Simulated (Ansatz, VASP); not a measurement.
## One calculation of SiGeO4, two programs

```
Si Ge O
1.0
     0.00000    3.74514    3.74514
     3.74514    0.00000    3.74514
     3.74514    3.74514    0.00000
Si Ge O
1 1 4
Direct
  0.75000 0.75000 0.75000
  0.50000 0.50000 0.50000
  0.11258 0.62914 0.62914
  0.62914 0.11258 0.62914
  0.62914 0.62914 0.11258
  0.62914 0.62914 0.62914
```

Alike in both runs: functional PBE; k mesh 6 × 6 × 6; occupations gaussian, width 0.02 eV; no spin polarisation.

Ansatz relaxed the structure, and its values are those at the end. VASP's run is a single point on that final structure, the one shown.

|  | VASP | Ansatz |
| --- | --- | --- |
| version | VASP 6.6.1 | Ansatz 0.2.0 |
| potentials or method | VASP PAW PBE potentials, release 64 (Si, Ge_d, O), cutoff 520 eV | scalar-relativistic, plane waves, PAW |
| valence electrons in the cell | 42 | 42 |

|  | VASP | Ansatz | Ansatz less VASP |
| --- | --- | --- | --- |
| gap on the k mesh at the Fermi level (eV) | 4.98 | 4.98 | +0.001 |
| least direct gap on the mesh (eV) | 4.99 | 4.99 | +0.002 |
| pressure (GPa) | 14.1 | 14.5 | +0.42 |
| rms of the force components (eV/Å) | 0.074 | 0.000 | -0.0735 |

Ansatz's warnings: stress scf threshold loose.
